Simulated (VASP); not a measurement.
# MgFe3O (P4/nmm) in VASP: notebook

The runs below take MgFe3O through single point, with PBE.

Program: VASP 6.6.1. These are calculated values, not measurements. Logs are shortened: lines on timing, memory, paths and dates and some standing lists are left out, and cuts for length are marked.

## 1. The cell of the first run

Symmetry: P4/nmm, No. 129, tetragonal system. Conventional cell: a = 2.938 Å, b = 2.938 Å, c = 13.177 Å, α = 90.00°, β = 90.00°, γ = 90.00°. Within 2.8 Å of Mg (site symmetry 4mm) lie 5 O at 2.08 to 2.19 Å. Within 2.9 Å of Fe (site symmetry 4mm) lie 1 O at 2.15 Å and 5 Fe at 2.44 to 2.69 Å. Fe (site symmetry 4mm) has 13 Fe at 2.44 to 2.94 Å within 3.2 Å. Fe (site symmetry 4mm) has 14 Fe at 2.49 to 2.94 Å within 3.3 Å. Within 2.8 Å of O (site symmetry 4mm) lie 5 Mg at 2.08 to 2.19 Å and 1 Fe at 2.15 Å.

## 2. Single point, PBE, collinear spin, ferromagnetic start

Input file INCAR:

```
SYSTEM = MgFe3O
  ALGO = Normal
  EDIFF = 1E-6
  ENCUT = 600
  GGA = PE
  GGA_COMPAT = .False.
  ISIF = 2
  ISMEAR = 0
  ISPIN = 2
  LASPH = .True.
  LCHARG = .True.
  LELF = .True.
  LMAXMIX = 4
  LORBIT = 11
  LREAL = .False.
  LVHAR = .True.
  LWAVE = .False.
  MAGMOM = 0 0 3 3 2.71 2.75 2.71 2.75 0 0
  NBANDS = 47
  NELM = 200
  PREC = Accurate
  SIGMA = 0.2
```

Input file KPOINTS:

```
k-points
0
Gamma
  8 8 2
  0 0 0
```

Input file POSCAR:

```
MgFe3O
1.0
    2.9381507758      0.0000000000      0.0000000000
    0.0000000000      2.9381507758      0.0000000000
    0.0000000000      0.0000000000     13.1769925363
Mg Fe O
2 6 2
Direct
    0.0000000000      0.5000000000      0.9142481727
    0.5000000000      0.0000000000      0.0857518273
    0.0000000000      0.5000000000      0.2435676867
    0.5000000000      0.0000000000      0.7564323133
    0.5000000000      1.0000000000      0.3406530759
    0.0000000000      0.5000000000      0.4476044425
    0.0000000000      0.5000000000      0.6593469241
    0.5000000000      1.0000000000      0.5523955575
    0.5000000000      1.0000000000      0.9199063969
    0.0000000000      0.5000000000      0.0800936031
```

Potentials or basis: VASP PAW PBE potentials, release 64 (Mg, Fe, O).

Run with:

```bash
cat potpaw_PBE.64/Mg/POTCAR potpaw_PBE.64/Fe/POTCAR potpaw_PBE.64/O/POTCAR > POTCAR
mpirun -np 1 vasp_std > vasp.out
```

OUTCAR:

```text
SYSTEM = MgFe3O
   EDIFF = 1E-6
   ENCUT = 600
   GGA = PE
   ISIF = 2
   ISMEAR = 0
   ISPIN = 2
   LASPH = .True.
   LORBIT = 11
   LREAL = .False.
   NELM = 200
   PREC = Accurate

 ion  position               nearest neighbor table
   1  0.000  0.500  0.914-   9 2.08   9 2.08   9 2.08   9 2.08  10 2.19   4 2.94   4 2.94   4 2.94
                             4 2.94   2 3.07   2 3.07   2 3.07   2 3.07   7 3.36
   2  0.500  0.000  0.086-  10 2.08  10 2.08  10 2.08  10 2.08   9 2.19   3 2.94   3 2.94   3 2.94
                             3 2.94   1 3.07   1 3.07   1 3.07   1 3.07   5 3.36
   3  0.000  0.500  0.244-  10 2.15   5 2.44   5 2.44   5 2.44   5 2.44   6 2.69   2 2.94   2 2.94
                             2 2.94   2 2.94
   4  0.500  0.000  0.756-   9 2.15   7 2.44   7 2.44   7 2.44   7 2.44   8 2.69   1 2.94   1 2.94
                             1 2.94   1 2.94
   5  0.500  0.000  0.341-   3 2.44   3 2.44   3 2.44   3 2.44   6 2.51   6 2.51   6 2.51   6 2.51
                             8 2.79   2 3.36
   6  0.000  0.500  0.448-   8 2.49   8 2.49   8 2.49   8 2.49   5 2.51   5 2.51   5 2.51   5 2.51
                             3 2.69   7 2.79
   7  0.000  0.500  0.659-   4 2.44   4 2.44   4 2.44   4 2.44   8 2.51   8 2.51   8 2.51   8 2.51
                             6 2.79   1 3.36
   8  0.500  0.000  0.552-   6 2.49   6 2.49   6 2.49   6 2.49   7 2.51   7 2.51   7 2.51   7 2.51
                             4 2.69   5 2.79
   9  0.500  0.000  0.920-   1 2.08   1 2.08   1 2.08   1 2.08   4 2.15   2 2.19
  10  0.000  0.500  0.080-   2 2.08   2 2.08   2 2.08   2 2.08   3 2.15   1 2.19

  LATTYP: Found a simple tetragonal cell.
 ALAT       =     2.9381507758
 C/A-ratio  =     4.4847911295

  Lattice vectors:

 A1 = (   2.9381507758,   0.0000000000,   0.0000000000)
 A2 = (   0.0000000000,   2.9381507758,   0.0000000000)
 A3 = (   0.0000000000,   0.0000000000,  13.1769925363)

Analysis of symmetry for initial positions (statically):
=====================================================================
 Subroutine PRICEL returns:
 Original cell was already a primitive cell.

 Routine SETGRP: Setting up the symmetry group for a
 simple tetragonal supercell.

 Subroutine GETGRP returns: Found 16 space group operations
 (whereof  8 operations were pure point group operations)
 out of a pool of 16 trial point group operations.

The static configuration has the point symmetry D_2d.
 The point group associated with its full space group is D_4h.

Analysis of symmetry for dynamics (positions and initial velocities):
=====================================================================
 Subroutine PRICEL returns:
 Original cell was already a primitive cell.

 Routine SETGRP: Setting up the symmetry group for a
 simple tetragonal supercell.

 Subroutine GETGRP returns: Found 16 space group operations
 (whereof  8 operations were pure point group operations)
 out of a pool of 16 trial point group operations.

The dynamic configuration has the point symmetry D_2d.
 The point group associated with its full space group is D_4h.

Analysis of structural, dynamic, and magnetic symmetry:
=====================================================================
 Subroutine PRICEL returns:
 Original cell was already a primitive cell.

 Routine SETGRP: Setting up the symmetry group for a
 simple tetragonal supercell.

 Subroutine GETGRP returns: Found 16 space group operations
 (whereof  8 operations were pure point group operations)
 out of a pool of 16 trial point group operations.

The overall configuration has the point symmetry D_2d.
 The point group associated with its full space group is D_4h.

 Subroutine INISYM returns: Found 16 space group operations
 (whereof  8 operations are pure point group operations),
 and found     1 'primitive' translations

----------------------------------------------------------------------------------------

                                     Primitive cell

  volume of cell :     113.7534

  direct lattice vectors                    reciprocal lattice vectors
     2.938150776  0.000000000  0.000000000     0.340350131  0.000000000  0.000000000
     0.000000000  2.938150776  0.000000000     0.000000000  0.340350131  0.000000000
     0.000000000  0.000000000 13.176992536     0.000000000  0.000000000  0.075889851

  length of vectors
     2.938150776  2.938150776 13.176992536     0.340350131  0.340350131  0.075889851

  position of ions in fractional coordinates (direct lattice)
     0.000000000  0.500000000  0.914248173
     0.500000000  0.000000000  0.085751827
     0.000000000  0.500000000  0.243567687
     0.500000000  0.000000000  0.756432313
     0.500000000  0.000000000  0.340653076
     0.000000000  0.500000000  0.447604443
     0.000000000  0.500000000  0.659346924
     0.500000000  0.000000000  0.552395557
     0.500000000  0.000000000  0.919906397
     0.000000000  0.500000000  0.080093603

  ion indices of the primitive-cell ions
   primitive index   ion index
                 1           1
                 2           2
                 3           3
                 4           4
                 5           5
[... 34 lines left out ...]
  0.000000  0.000000  0.000000      1.000000
  0.125000  0.000000  0.000000      4.000000
  0.250000  0.000000  0.000000      4.000000
  0.375000  0.000000  0.000000      4.000000
  0.500000  0.000000  0.000000      2.000000
  0.125000  0.125000  0.000000      4.000000
[... 16 lines left out ...]
  0.375000  0.125000  0.500000      8.000000
  0.500000  0.125000  0.500000      4.000000
 [... further k-points ...]
   k-points           NKPTS =     30   k-points in BZ     NKDIM =     30   number of bands    NBANDS=     47
   number of dos      NEDOS =    301   number of ions     NIONS =     10
   total plane-waves  NPLWV =  62208
   dimension x,y,z NGX =    24 NGY =   24 NGZ =  108
   dimension x,y,z NGXF=    48 NGYF=   48 NGZF=  216
   ions per type =               2   6   2
   NGX,Y,Z   is equivalent  to a cutoff of  13.58, 13.58, 13.63 a.u.
   NGXF,Y,Z  is equivalent  to a cutoff of  27.16, 27.16, 27.25 a.u.
 SYSTEM =  MgFe3O
   PREC   = accura    normal or accurate (medium, high low for compatibility)
   ISTART =      0    job   : 0-new  1-cont  2-samecut
   ICHARG =      2    charge: 1-file 2-atom 10-const
   ISPIN  =      2    spin polarized calculation?
   LNONCOLLINEAR =      F non collinear calculations
   LSORBIT =      F    spin-orbit coupling
   LASPH  =      T    aspherical Exc in radial PAW
   ENCUT  =  600.0 eV  44.10 Ry    6.64 a.u.   5.87  5.87 26.32*2*pi/ulx,y,z
   NELM   =    200;   NELMIN=  2; NELMDL= -5     # of ELM steps
   EDIFF  = 0.1E-05   stopping-criterion for ELM
   LREAL  =      F    real-space projection
   EDIFFG = 0.1E-04   stopping-criterion for IOM
   NSW    =      0    number of steps for IOM
   IBRION =     -1    ionic relax: 0-MD 1-quasi-New 2-CG
   NFREE  =      0    steps in history (QN), initial steepest desc. (CG)
   ISIF   =      2    stress and relaxation
   ISYM   =      2    0-nonsym 1-usesym 2-fastsym
   POTIM  = 0.5000    time-step for ionic-motion
   TEBEG  =    0.0;   TEEND  =   0.0 temperature during run
   PSTRESS=    0.0 pullay stress
   NELECT =      64.0000    total number of electrons
   NUPDOWN=      -1.0000    fix difference up-down
   EMIN   =  10.00;   EMAX   =-10.00  energy-range for DOS
   EFERMI =   0.00;   METHOD = LEGACY
   ISMEAR =     0;   SIGMA  =   0.20  broadening in eV -4-tet -1-fermi 0-gaus
   EFERMI_NEDOS =   21; number of points for ismear=-14 and -15
   IALGO  =     38    algorithm
   IMIX   =      4    mixing-type and parameters
     AMIX     =   0.40;   BMIX     =  1.00
     AMIX_MAG =   1.60;   BMIX_MAG =  1.00
  volume/ion in A,a.u.               =      11.38        76.76
  Fermi-wavevector in a.u.,A,eV,Ry     =   1.351492  2.553949 24.851442  1.826529
  Thomas-Fermi vector in A             =   2.478909
   LORBIT       =     11    0 simple, 1 ext, 2 COOP (PROOUT), +10 PAW based schemes
   GGA     = PE    functional components
   LHFCALC =     F    Hartree Fock is set to
   AEXX    =    0.0000 exact exchange contribution
   IVDW    =     0    specifies the selected vdW correction
   LEPSILON=     F    determine dielectric tensor
   LRPA    =     F    only Hartree local field effects (RPA)
 spin polarized calculation
 Gauss-broadening in eV      SIGMA  =   0.20
  energy-cutoff  :      600.00
  volume of cell :      113.75
 maximum number of plane-waves:      3848
 NGX is ok and might be reduce to    24
   NGX = 11   NGY = 11   NGZ = 53

 number of electron      63.9999997 magnetization      15.3223012

 Free energy of the ion-electron system (eV)
  ---------------------------------------------------
  ext. energy  EPLUGINS =         0.00000000
  ---------------------------------------------------
  free energy    TOTEN  =       -71.01955163 eV

  energy without entropy =      -70.87288792  energy(sigma->0) =      -70.94621977

 E-fermi :   5.5280     XC(G=0): -11.9881

 val. band max:        5.5241963988   @ k =   0.0000   0.0000   0.5000
 cond. band min:       5.5299641992   @ k =   0.5000   0.1250   0.5000
 fundamental gap:      0.0057678004
 Fermi energy:         5.5279549839

 spin component 1

 k-point     1 :       0.0000    0.0000    0.0000
  band No.  band energies     occupation
      1     -14.7272      1.00000
      2     -13.9716      1.00000
      3      -2.5347      1.00000
      4      -1.6177      1.00000
      5      -1.4970      1.00000
      6       0.4265      1.00000
[... 1117 lines left out ...]
     43       7.0018      0.00000
     44       7.0018      0.00000

 [... further k-points ...]

 spin component 2

 k-point     1 :       0.0000    0.0000    0.0000
  band No.  band energies     occupation
      1     -14.6648      1.00000
      2     -13.9067      1.00000
      3      -2.3490      1.00000
      4      -1.4013      1.00000
      5      -1.3559      1.00000
      6       0.6415      1.00000
[... 1117 lines left out ...]
     43       8.7812      0.00000
     44       8.7812      0.00000

 [... further k-points ...]

 [bands above 44 left out]

------------------------ aborting loop because EDIFF is reached ----------------------------------------

  FORCE on cell =-STRESS in cart. coord.  units (eV):
  Direction    XX          YY          ZZ          XY          YZ          ZX
  --------------------------------------------------------------------------------------
  -------------------------------------------------------------------------------------
  Total       -0.5935523     -0.5935523     -0.3437614      0.0000000      0.0000000      0.0000000
  in kB       -8.3599781     -8.3599781     -4.8417590      0.0000000      0.0000000      0.0000000
  external PRESSURE =      -7.1872384 kB  Pullay stress =       0.0000000 kB

 VOLUME and BASIS-vectors are now :
 -----------------------------------------------------------------------------
  energy-cutoff  :      600.00
  volume of cell :      113.75
      direct lattice vectors                 reciprocal lattice vectors
     2.938150776  0.000000000  0.000000000     0.340350131  0.000000000  0.000000000
     0.000000000  2.938150776  0.000000000     0.000000000  0.340350131  0.000000000
     0.000000000  0.000000000 13.176992536     0.000000000  0.000000000  0.075889851

 POSITION                                       TOTAL-FORCE (eV/Angst)
 -----------------------------------------------------------------------------------
      0.00000      1.46908     12.04704        -0.000000      0.000000      0.014066
      1.46908      0.00000      1.12995        -0.000000     -0.000000     -0.014066
      0.00000      1.46908      3.20949        -0.000000      0.000000     -0.002756
      1.46908      0.00000      9.96750         0.000000     -0.000000      0.002756
      1.46908      0.00000      4.48878        -0.000000     -0.000000      0.014663
      0.00000      1.46908      5.89808         0.000000     -0.000000     -0.005335
      0.00000      1.46908      8.68821         0.000000     -0.000000     -0.014663
      1.46908      0.00000      7.27891        -0.000000     -0.000000      0.005335
      1.46908      0.00000     12.12160        -0.000000     -0.000000      0.014067
      0.00000      1.46908      1.05539         0.000000      0.000000     -0.014067
 -----------------------------------------------------------------------------------
    total drift:                                0.000000      0.000000      0.000000

  FREE ENERGIE OF THE ION-ELECTRON SYSTEM (eV)
  ---------------------------------------------------
  free  energy   TOTEN  =       -71.0195516284 eV

  energy  without entropy=      -70.8728879200  energy(sigma->0) =      -70.94621977

 total charge

# of ion       s       p       d       tot
------------------------------------------
    1        0.147   0.173   0.073   0.393
    2        0.147   0.173   0.073   0.393
    3        0.448   0.433   6.180   7.060
    4        0.448   0.433   6.180   7.060
    5        0.473   0.498   6.240   7.212
    6        0.465   0.499   6.200   7.164
    7        0.473   0.498   6.240   7.212
    8        0.465   0.499   6.200   7.164
    9        1.545   3.531   0.000   5.076
   10        1.545   3.531   0.000   5.076
--------------------------------------------------
tot          6.157  10.267  37.387  53.810

 magnetization (x)

# of ion       s       p       d       tot
------------------------------------------
    1       -0.003  -0.005   0.000  -0.007
    2       -0.003  -0.005   0.000  -0.007
    3       -0.004  -0.022   2.805   2.779
    4       -0.004  -0.022   2.805   2.779
    5       -0.013  -0.053   2.481   2.415
    6       -0.013  -0.064   2.519   2.442
    7       -0.013  -0.053   2.481   2.415
    8       -0.013  -0.064   2.519   2.442
    9        0.003   0.030   0.000   0.033
   10        0.003   0.030   0.000   0.033
--------------------------------------------------
tot         -0.060  -0.225  15.608  15.323
```

Wall time 21 min (1 thread of AMD EPYC 7R13, shared host); peak memory 0.44 GiB.

Results:

- Free energy: -71.0196 eV
- Pressure: -0.7 GPa
- Largest force: 0.015 eV/Å
- Net moment: 15.32 μB per cell
- Site moments: Mg -0.01; Fe +2.78, +2.42, +2.44; O +0.03 μB
- Valence electrons inside the program's atomic spheres: Mg 0.39; Fe 7.06, 7.21, 7.16; O 5.08

Forces in eV/Å, atoms in the order of the input:
```
Mg   0.000  0.000  0.014
Mg   0.000  0.000 -0.014
Fe   0.000  0.000 -0.003
Fe   0.000  0.000  0.003
Fe   0.000  0.000  0.015
Fe   0.000  0.000 -0.005
Fe   0.000  0.000 -0.015
Fe   0.000  0.000  0.005
O    0.000  0.000  0.014
O    0.000  0.000 -0.014
```

Stress tensor (GPa, compression positive):
```
-0.84  0.00  0.00
 0.00 -0.84  0.00
 0.00  0.00 -0.48
```

Caveat: only a ferromagnetic start was run, and an antiferromagnetic order may lie lower in energy. With open d or f shells a metallic result of PBE can be an artefact of self-interaction; +U or a hybrid may open a gap.

## 3. Single point, PBE, collinear spin, ferromagnetic start

This run uses another cell than the first one, of 11.31 Å³/atom, 0.994 times its volume.

Input file INCAR:

```
  PREC = Accurate
  ENCUT = 520
  EDIFF = 1E-7
  ISMEAR = 0
  SIGMA = 0.2
  LREAL = F
  LASPH = T
  NELM = 150
  ALGO = Normal
  ISIF = 2
  LWAVE = F
  LCHARG = F
  ISPIN = 2
  MAGMOM = 0 0 4 4 4 4 4 4 0 0
  LORBIT = 11
  LMAXMIX = 4
  GGA = PE
  NBANDS = 47
```

Input file KPOINTS:

```
regular mesh
0
Gamma
  6 6 2
```

Input file POSCAR:

```
MgFe3O
1.0
    2.9228192660      0.0000000000      0.0000000000
    0.0000000000      2.9228192660      0.0000000000
    0.0000000000      0.0000000000     13.2372178706
Mg Fe O
2 6 2
Direct
    0.0000000000      0.5000000000      0.9150497040
    0.5000000000      0.0000000000      0.0849502960
    0.0000000000      0.5000000000      0.2430821550
    0.5000000000      0.0000000000      0.7569178450
    0.5000000000      0.0000000000      0.3411811859
    0.0000000000      0.5000000000      0.4471704541
    0.0000000000      0.5000000000      0.6588188141
    0.5000000000      0.0000000000      0.5528295459
    0.5000000000      0.0000000000      0.9206684778
    0.0000000000      0.5000000000      0.0793315222
```

Potentials or basis: VASP PAW PBE potentials, release 64 (Mg, Fe, O).

Run with:

```bash
cat potpaw_PBE.64/Mg/POTCAR potpaw_PBE.64/Fe/POTCAR potpaw_PBE.64/O/POTCAR > POTCAR
mpirun -np 1 vasp_std > vasp.out
```

It took 5 min on 1 thread of AMD EPYC 9R45 (Zen 5), shared host; peak memory 0.34 GiB.

The run converged. Its results:

```yaml
Free_energy: -70.9877 eV
Pressure: 0.2 GPa
Largest_force: 0.067 eV/Å
Net_moment: 15.19 μB per cell
Site_moments: Mg -0.01; Fe +2.78, +2.38, +2.41; O +0.03 μB
Valence_electrons_inside_the_program's_atomic_spheres: Mg 0.40; Fe 7.06, 7.22, 7.17; O 5.08
```

Forces on the atoms (eV/Å):
```
Mg   0.000  0.000 -0.012
Mg   0.000  0.000  0.012
Fe   0.000  0.000  0.014
Fe   0.000  0.000 -0.014
Fe   0.000  0.000 -0.046
Fe   0.000  0.000  0.067
Fe   0.000  0.000  0.046
Fe   0.000  0.000 -0.067
O    0.000  0.000 -0.062
O    0.000  0.000  0.062
```

Stress tensor (GPa, compression positive):
```
0.25 0.00 0.00
0.00 0.25 0.00
0.00 0.00 0.10
```

Levels at points of the mesh, in eV from the Fermi level:
Spin up:
```csv
k point,band 36,band 37,band 38,band 39,band 40,band 41,band 42,band 43
"(0.00, 0.00, 0.00)",-0.86,-0.58,-0.47,-0.45,-0.45,-0.13,1.14,1.59
"(0.50, 0.00, 0.00)",-0.46,-0.16,-0.16,0.01,0.01,0.01,0.01,0.39
"(0.50, 0.50, 0.00)",-0.96,-0.85,-0.85,0.79,0.79,2.94,2.94,5.13
"(0.00, 0.00, 0.50)",-1.04,-0.47,-0.46,-0.46,-0.13,-0.06,0.16,2.66
"(0.50, 0.00, 0.50)",-0.46,-0.18,-0.18,0.01,0.01,0.04,0.04,0.38
"(0.50, 0.50, 0.50)",-0.96,-0.93,-0.93,0.90,0.90,2.79,2.79,5.34
```
Spin down:
| k point | band 20 | band 21 | band 22 | band 23 | band 24 | band 25 | band 26 | band 27 | band 28 | band 29 |
| --- | --- | --- | --- | --- | --- | --- | --- | --- | --- | --- |
| (0.00, 0.00, 0.00) | -0.10 | -0.10 | -0.10 | -0.08 | 0.01 | 0.03 | 0.03 | 0.45 | 0.45 | 0.53 |
| (0.50, 0.00, 0.00) | -0.92 | -0.69 | -0.69 | -0.16 | -0.16 | -0.08 | -0.08 | 0.66 | 0.66 | 1.15 |
| (0.50, 0.50, 0.00) | -1.29 | -1.22 | -1.22 | -0.66 | -0.66 | 1.12 | 1.12 | 1.32 | 1.32 | 1.36 |
| (0.00, 0.00, 0.50) | -0.10 | -0.10 | -0.10 | -0.08 | 0.01 | 0.04 | 0.04 | 0.43 | 0.43 | 0.53 |
| (0.50, 0.00, 0.50) | -0.92 | -0.67 | -0.67 | -0.16 | -0.16 | -0.16 | -0.16 | 0.66 | 0.66 | 1.15 |
| (0.50, 0.50, 0.50) | -1.31 | -1.22 | -1.22 | -0.62 | -0.62 | 0.92 | 0.92 | 1.32 | 1.32 | 1.57 |

Caveat: only a ferromagnetic start was run, and an antiferromagnetic order may lie lower in energy.
